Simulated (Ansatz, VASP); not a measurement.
# One calculation of Zn6O, two programs

File INCAR:

```
SYSTEM = Zn6O
PREC = Accurate
ENCUT = 600
EDIFF = 1E-6
ISMEAR = 0
SIGMA = 0.2
LREAL = .False.
LASPH = .True.
NELM = 80
ALGO = Normal
ISIF = 3
LWAVE = .False.
LCHARG = .False.
GGA = PE
IBRION = 2
NSW = 36
EDIFFG = -0.08
```

Contents of KPOINTS:

```
Automatic mesh
0
Gamma
  4 4 4
  0 0 0
```

The input POSCAR:

```
Zn6O
1.0
   -3.1890844300      3.1890844300      2.5869319500
    3.1890844300     -3.1890844300      2.5869319500
    3.1890844300      3.1890844300     -2.5869319500
Zn O
6 1
Direct
    0.7500000000      0.2500000000      0.5000000000
    0.2500000000      0.7500000000      0.5000000000
    0.8336670100      0.8336670100      0.6673340200
    0.1663329900      0.1663329900      0.3326659800
    0.8336670100      0.1663329900      0.0000000000
    0.1663329900      0.8336670100      0.0000000000
    0.5000000000      0.5000000000      0.0000000000
```

Input for Ansatz:

```yaml
crystal:
  lattice:
    - [-3.18908443, 3.18908443, 2.58693195]
    - [3.18908443, -3.18908443, 2.58693195]
    - [3.18908443, 3.18908443, -2.58693195]
  atoms:
    - { symbol: Zn, position: [0.75, 0.25, 0.5] }
    - { symbol: Zn, position: [0.25, 0.75, 0.5] }
    - { symbol: Zn, position: [0.83366701, 0.83366701, 0.66733402] }
    - { symbol: Zn, position: [0.16633299, 0.16633299, 0.33266598] }
    - { symbol: Zn, position: [0.83366701, 0.16633299, 0.0] }
    - { symbol: Zn, position: [0.16633299, 0.83366701, 0.0] }
    - { symbol: O, position: [0.5, 0.5, 0.0] }
basis:
  ecutwfc: 420
kpoints:
  mp_grid: { grid: [4, 4, 4] }
hamiltonian:
  xc: pbe
scf:
  occupations: { method: gaussian, width: 0.2 }
  lower_state_search: "off"
output:
  forces: true
  stress: true
  eigenvalues: true
relax:
  adjacent_minimum: "off"
  f_tol: 0.08
  max_steps: 16
  cell: { stress_tol: 0.8 }
```

Alike in both runs: task relaxation of cell and atoms; functional PBE; k mesh 4 × 4 × 4; occupations gaussian, width 0.2 eV; no spin polarisation.

|  | VASP | Ansatz |
| --- | --- | --- |
| version | VASP 6.6.1 | Ansatz 0.2.0 |
| potentials or method | VASP PAW PBE potentials, release 64 (Zn, O), cutoff 600 eV | scalar-relativistic, plane waves, PAW |
| valence electrons in the cell | 78 | 78 |

```tsv
	VASP	Ansatz	Ansatz less VASP
gap on the k mesh at the Fermi level, each at its own relaxed structure (eV)	none	none	-
relaxed volume (Å³/atom)	15.81	16.62	+0.804
relaxed length of the cell vector where the two differ most in proportion (Å)	5.248	5.419	+0.1701
```

A gap of «none» marks a metal or a gap that the smearing closes. One of these differences is far larger than is usual between the two programs; its cause wasn't traced.

The k mesh is coarse, so the values compare programs but aren't converged.
